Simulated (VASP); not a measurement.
# LiF (Fdd2) in VASP: notebook

LiF is run at these levels: PBE; tasks: single point, relaxation of cell and atoms.

Program: VASP 6.6.1. These are calculated values, not measurements. Logs are shortened: lines on timing, memory, paths and dates and some standing lists are left out, and cuts for length are marked.

## 1. The cell of the first run

The structure is orthorhombic, space group Fdd2 (No. 43). The conventional cell has a = 2.836 Å, b = 5.495 Å, c = 9.726 Å, α = 90.00°, β = 90.00°, γ = 90.00°. Li (site symmetry 2) has 4 F at 1.92 Å within 2.5 Å. F (site symmetry 2) has 4 Li at 1.92 Å within 2.5 Å.

The cell was built from a structure type or drawn by symmetry, and may not be a known phase.

## 2. Single point, PBE

INCAR

```
  PREC = Accurate
  ENCUT = 520
  EDIFF = 1E-6
  ISMEAR = 0
  SIGMA = 0.1
  LREAL = False
  LASPH = True
  NELM = 80
  ALGO = Normal
  ISIF = 2
  LWAVE = False
  LCHARG = False
  GGA = PE
  NBANDS = 18
```

KPOINTS

```
Automatic mesh
0
Gamma
  8 8 8
```

POSCAR

```
LiF
1.0
    0.0000000000      2.7474268000      4.8627756000
    1.4178329000      0.0000000000      4.8627756000
    1.4178329000      2.7474268000      0.0000000000
Li F
2 2
Direct
    0.1836620000      0.1836620000      0.8163380000
    0.4336620000      0.4336620000      0.0663380000
    0.8163380000      0.8163380000      0.1836620000
    0.0663380000      0.0663380000      0.4336620000
```

Potentials or basis: VASP PAW PBE potentials, release 64 (Li_sv, F).

Started as:

```bash
$ cat potpaw_PBE.64/Li_sv/POTCAR potpaw_PBE.64/F/POTCAR > POTCAR
$ mpirun -np 1 vasp_std > vasp.out
```

OUTCAR:

```text
PREC = Accurate
   ENCUT = 520
   EDIFF = 1E-6
   ISMEAR = 0
   LREAL = False
   LASPH = True
   NELM = 80
   ISIF = 2
   GGA = PE

 ion  position               nearest neighbor table
   1  0.184  0.184  0.816-   3 1.92   3 1.92   4 1.92   4 1.92
   2  0.434  0.434  0.066-   4 1.92   4 1.92   3 1.92   3 1.92
   3  0.816  0.816  0.184-   1 1.92   1 1.92   2 1.92   2 1.92
   4  0.066  0.066  0.434-   2 1.92   2 1.92   1 1.92   1 1.92

  LATTYP: Found a face centered orthorhombic cell.
 ALAT       =     2.8356658000
 B/A-ratio  =     1.9377648805
 C/A-ratio  =     3.4297240528

  Lattice vectors:

 A1 = (   0.0000000000,   2.7474268000,   4.8627756000)
 A2 = (   1.4178329000,   0.0000000000,   4.8627756000)
 A3 = (   1.4178329000,   2.7474268000,   0.0000000000)

Analysis of symmetry for initial positions (statically):
=====================================================================
 Subroutine PRICEL returns:
 Original cell was already a primitive cell.

 Routine SETGRP: Setting up the symmetry group for a
 face centered orthorhombic supercell.

 Subroutine GETGRP returns: Found  4 space group operations
 (whereof  2 operations were pure point group operations)
 out of a pool of  8 trial point group operations.

The static configuration has the point symmetry C_2 .
 The point group associated with its full space group is C_2v.

Analysis of symmetry for dynamics (positions and initial velocities):
=====================================================================
 Subroutine PRICEL returns:
 Original cell was already a primitive cell.

 Routine SETGRP: Setting up the symmetry group for a
 face centered orthorhombic supercell.

 Subroutine GETGRP returns: Found  4 space group operations
 (whereof  2 operations were pure point group operations)
 out of a pool of  8 trial point group operations.

The dynamic configuration has the point symmetry C_2 .
 The point group associated with its full space group is C_2v.

 Subroutine INISYM returns: Found  4 space group operations
 (whereof  2 operations are pure point group operations),
 and found     1 'primitive' translations

----------------------------------------------------------------------------------------

                                     Primitive cell

  volume of cell :      37.8848

  direct lattice vectors                    reciprocal lattice vectors
     0.000000000  2.747426800  4.862775600    -0.352650866  0.181988470  0.102821936
     1.417832900  0.000000000  4.862775600     0.352650866 -0.181988470  0.102821936
     1.417832900  2.747426800  0.000000000     0.352650866  0.181988470 -0.102821936

  length of vectors
     5.585243106  5.065257809  3.091699234     0.409944858  0.409944858  0.409944858

  position of ions in fractional coordinates (direct lattice)
     0.183662000  0.183662000  0.816338000
     0.433662000  0.433662000  0.066338000
     0.816338000  0.816338000  0.183662000
     0.066338000  0.066338000  0.433662000

  ion indices of the primitive-cell ions
   primitive index   ion index
                 1           1
                 2           2
                 3           3
                 4           4

----------------------------------------------------------------------------------------

 KPOINTS: Automatic mesh

Automatic generation of k-mesh.
 Grid dimensions read from file:
 generate k-points for:    8    8    8

 Generating k-lattice:

  Cartesian coordinates                     Fractional coordinates (reciprocal lattice)
    -0.044081358  0.022748559  0.012852742     0.125000000  0.000000000  0.000000000
     0.044081358 -0.022748559  0.012852742     0.000000000  0.125000000  0.000000000
     0.044081358  0.022748559 -0.012852742    -0.000000000 -0.000000000  0.125000000

  Length of vectors
     0.051243107  0.051243107  0.051243107

  Shift w.r.t. Gamma in fractional coordinates (k-lattice)
     0.000000000  0.000000000  0.000000000

 Subroutine IBZKPT returns following result:
 ===========================================

 Found     95 irreducible k-points:

 Following reciprocal coordinates:
            Coordinates               Weight
  0.000000  0.000000  0.000000      1.000000
  0.125000  0.000000  0.000000      8.000000
  0.250000  0.000000  0.000000      8.000000
  0.375000  0.000000  0.000000      8.000000
  0.500000  0.000000  0.000000      4.000000
  0.125000  0.125000  0.000000      2.000000
[... 16 lines left out ...]
  0.250000  0.000000  0.125000      8.000000
  0.375000  0.000000  0.125000      8.000000
 [... further k-points ...]
   k-points           NKPTS =     95   k-points in BZ     NKDIM =     95   number of bands    NBANDS=     18
   number of dos      NEDOS =    301   number of ions     NIONS =      4
   total plane-waves  NPLWV =  40320
   dimension x,y,z NGX =    42 NGY =   40 NGZ =   24
   dimension x,y,z NGXF=    84 NGYF=   80 NGZF=   48
   ions per type =               2   2
   NGX,Y,Z   is equivalent  to a cutoff of  12.50, 13.13, 12.91 a.u.
   NGXF,Y,Z  is equivalent  to a cutoff of  25.00, 26.26, 25.81 a.u.
 SYSTEM =  unknown system
   PREC   = accura    normal or accurate (medium, high low for compatibility)
   ISTART =      0    job   : 0-new  1-cont  2-samecut
   ICHARG =      2    charge: 1-file 2-atom 10-const
   ISPIN  =      1    spin polarized calculation?
   LNONCOLLINEAR =      F non collinear calculations
   LSORBIT =      F    spin-orbit coupling
   LASPH  =      T    aspherical Exc in radial PAW
   ENCUT  =  520.0 eV  38.22 Ry    6.18 a.u.  10.38  9.42  5.75*2*pi/ulx,y,z
   NELM   =     80;   NELMIN=  2; NELMDL= -5     # of ELM steps
   EDIFF  = 0.1E-05   stopping-criterion for ELM
   LREAL  =      F    real-space projection
   EDIFFG = 0.1E-04   stopping-criterion for IOM
   NSW    =      0    number of steps for IOM
   IBRION =     -1    ionic relax: 0-MD 1-quasi-New 2-CG
   NFREE  =      0    steps in history (QN), initial steepest desc. (CG)
   ISIF   =      2    stress and relaxation
   ISYM   =      2    0-nonsym 1-usesym 2-fastsym
   POTIM  = 0.5000    time-step for ionic-motion
   TEBEG  =    0.0;   TEEND  =   0.0 temperature during run
   PSTRESS=    0.0 pullay stress
   NELECT =      20.0000    total number of electrons
   NUPDOWN=      -1.0000    fix difference up-down
   EMIN   =  10.00;   EMAX   =-10.00  energy-range for DOS
   EFERMI =   0.00;   METHOD = LEGACY
   ISMEAR =     0;   SIGMA  =   0.10  broadening in eV -4-tet -1-fermi 0-gaus
   EFERMI_NEDOS =   21; number of points for ismear=-14 and -15
   IALGO  =     38    algorithm
   IMIX   =      4    mixing-type and parameters
     AMIX     =   0.40;   BMIX     =  1.00
     AMIX_MAG =   1.60;   BMIX_MAG =  1.00
  volume/ion in A,a.u.               =       9.47        63.91
  Fermi-wavevector in a.u.,A,eV,Ry     =   1.323111  2.500318 23.818677  1.750623
  Thomas-Fermi vector in A             =   2.452743
   LORBIT       =      0    0 simple, 1 ext, 2 COOP (PROOUT), +10 PAW based schemes
   GGA     = PE    functional components
   LHFCALC =     F    Hartree Fock is set to
   AEXX    =    0.0000 exact exchange contribution
   IVDW    =     0    specifies the selected vdW correction
   LEPSILON=     F    determine dielectric tensor
   LRPA    =     F    only Hartree local field effects (RPA)
 non-spin polarized calculation
 Gauss-broadening in eV      SIGMA  =   0.10
  energy-cutoff  :      520.00
  volume of cell :       37.88
 maximum number of plane-waves:      1038
 NGX is ok and might be reduce to    42
   NGX = 21   NGY = 19   NGZ = 11

 number of electron      20.0000006 magnetization

 Free energy of the ion-electron system (eV)
  ---------------------------------------------------
  ext. energy  EPLUGINS =         0.00000000
  ---------------------------------------------------
  free energy    TOTEN  =       -19.07667269 eV

  energy without entropy =      -19.07667269  energy(sigma->0) =      -19.07667269

 E-fermi :  -1.4102     XC(G=0):  -9.1647

 val. band max:       -1.8781545116   @ k =   0.2500   0.2500   0.0000
 cond. band min:       5.9111158958   @ k =   0.0000   0.0000   0.0000
 fundamental gap:      7.7892704074
 Fermi energy:        -1.4102188770

 k-point     1 :       0.0000    0.0000    0.0000
  band No.  band energies     occupation
      1     -42.8952      2.00000
      2     -42.8549      2.00000
      3     -21.5498      2.00000
      4     -21.2930      2.00000
      5      -3.9927      2.00000
      6      -2.5306      2.00000
[... 10 lines left out ...]
     17      19.8237      0.00000
     18      20.0909      0.00000

 k-point     2 :       0.1250    0.0000    0.0000
  band No.  band energies     occupation
      1     -42.8897      2.00000
      2     -42.8528      2.00000
      3     -21.5104      2.00000
      4     -21.2576      2.00000
      5      -3.9464      2.00000
      6      -2.6373      2.00000
[... 10 lines left out ...]
     17      19.3106      0.00000
     18      20.0213      0.00000

 k-point     3 :       0.2500    0.0000    0.0000
  band No.  band energies     occupation
      1     -42.8760      2.00000
      2     -42.8479      2.00000
      3     -21.4097      2.00000
      4     -21.1739      2.00000
      5      -3.8439      2.00000
      6      -3.1718      2.00000
[... 10 lines left out ...]
     17      18.7934      0.00000
     18      19.2726      0.00000

 k-point     4 :       0.3750    0.0000    0.0000
  band No.  band energies     occupation
      1     -42.8617      2.00000
      2     -42.8436      2.00000
      3     -21.2998      2.00000
      4     -21.0948      2.00000
      5      -3.9140      2.00000
      6      -3.7607      2.00000
[... 375 lines left out ...]
      4     -21.2773      2.00000
      5      -3.9489      2.00000
      6      -2.7232      2.00000
[... 10 lines left out ...]
     17      20.3931      0.00000
     18      20.4931      0.00000

 k-point    23 :       0.2500    0.0000    0.1250
  band No.  band energies     occupation
      1     -42.8831      2.00000
      2     -42.8518      2.00000
      3     -21.4529      2.00000
      4     -21.2326      2.00000
      5      -3.8698      2.00000
      6      -2.9731      2.00000
[... 10 lines left out ...]
     17      18.9734      0.00000
     18      19.9303      0.00000

 k-point    24 :       0.3750    0.0000    0.1250
  band No.  band energies     occupation
      1     -42.8690      2.00000
      2     -42.8474      2.00000
      3     -21.3448      2.00000
      4     -21.1547      2.00000
      5      -3.7943      2.00000
      6      -3.4161      2.00000
[... 10 lines left out ...]
     17      17.9410      0.00000
     18      18.9555      0.00000

 [... further k-points ...]

------------------------ aborting loop because EDIFF is reached ----------------------------------------

  FORCE on cell =-STRESS in cart. coord.  units (eV):
  Direction    XX          YY          ZZ          XY          YZ          ZX
  --------------------------------------------------------------------------------------
  -------------------------------------------------------------------------------------
  Total       -0.0596477     -0.0798170     -0.0550915      0.0000000      0.0000000      0.0000000
  in kB       -2.5225431     -3.3755181     -2.3298583      0.0000000      0.0000000      0.0000000
  external PRESSURE =      -2.7426398 kB  Pullay stress =       0.0000000 kB

 VOLUME and BASIS-vectors are now :
 -----------------------------------------------------------------------------
  energy-cutoff  :      520.00
  volume of cell :       37.88
      direct lattice vectors                 reciprocal lattice vectors
     0.000000000  2.747426800  4.862775600    -0.352650866  0.181988470  0.102821936
     1.417832900  0.000000000  4.862775600     0.352650866 -0.181988470  0.102821936
     1.417832900  2.747426800  0.000000000     0.352650866  0.181988470 -0.102821936

 POSITION                                       TOTAL-FORCE (eV/Angst)
 -----------------------------------------------------------------------------------
      1.41783      2.74743      1.78621         0.000000      0.000000     -0.001198
      0.70892      1.37371      4.21760        -0.000000      0.000000     -0.001198
      1.41783      2.74743      7.93934        -0.000000      0.000000      0.001198
      0.70892      1.37371      0.64517         0.000000      0.000000      0.001198
 -----------------------------------------------------------------------------------
    total drift:                               -0.000034     -0.000033      0.000334

  FREE ENERGIE OF THE ION-ELECTRON SYSTEM (eV)
  ---------------------------------------------------
  free  energy   TOTEN  =       -19.0766726856 eV

  energy  without entropy=      -19.0766726856  energy(sigma->0) =      -19.07667269
```

Run time: 34 s. Hardware: 1 thread of Intel Xeon 6975P-C (Granite Rapids), shared host; peak memory 0.2 GiB.

Results:

- Free energy: -19.0767 eV
- Band gap on the k mesh: 7.79 eV (least direct gap 7.79 eV)

Caveat: the cutoff is under 1.25 times the usual one of these potentials, so pressure, stress and relaxed cells hold a basis-set (Pulay) error.

(Part 1 of 2 ends here.)
